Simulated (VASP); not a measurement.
Set up this calculation in VASP 6.6.1, as the native input.

* Task: single point
* Functional: PBEsol
* Potentials or basis: VASP PAW PBE potentials, release 64 (Na_pv)
* Cutoff: 520 eV
* k mesh: 16 × 16 × 16
* Occupations: gaussian, width 0.15 eV
* Spin: no spin polarisation
* Dipole correction: no
* Further INCAR settings: ALGO = Normal; EDIFF = 1e-06; NBANDS = 10

The structure of Na lies in POSCAR:

```
Na
1.0
   -2.0539750000      2.0539750000      2.1175000000
    2.0539750000     -2.0539750000      2.1175000000
    2.0539750000      2.0539750000     -2.1175000000
Na
1
Direct
    0.0000000000      0.0000000000      0.0000000000
```

This cell differs from its parent crystal: strain -0.0300 x Voigt [1, 1, 0, 0, 0, 0].

These files were run (other wordings do the same):

INCAR

```
SYSTEM = Na
PREC = Accurate
ENCUT = 520
EDIFF = 1E-6
ISMEAR = 0
SIGMA = 0.15
LREAL = .False.
LASPH = .True.
NELM = 80
ALGO = Normal
ISIF = 2
LWAVE = .False.
LCHARG = .True.
GGA = PS
LELF = .True.
LVHAR = .True.
NBANDS = 10
```

KPOINTS

```
Automatic mesh
0
Gamma
  16 16 16
  0 0 0
```

Potentials or basis: VASP PAW PBE potentials, release 64 (Na_pv).

Run with:

```console
$ cat potpaw_PBE.64/Na_pv/POTCAR > POTCAR
$ mpirun -np 1 vasp_std > vasp.out
```

Results of the run:

- Pressure: 0.1 GPa
- Band gap on the k mesh: zero (an odd number of electrons rules out a gap without spin polarisation)

Caveat: the cell differs from its parent crystal (strain -0.0300 x Voigt [1, 1, 0, 0, 0, 0]); the PAW data sets were made with another functional, which shifts forces and pressure a little.

Run time: 94 s on 1 thread of Intel Xeon 8259CL, with other jobs on the host, peak memory 0.22 GiB.
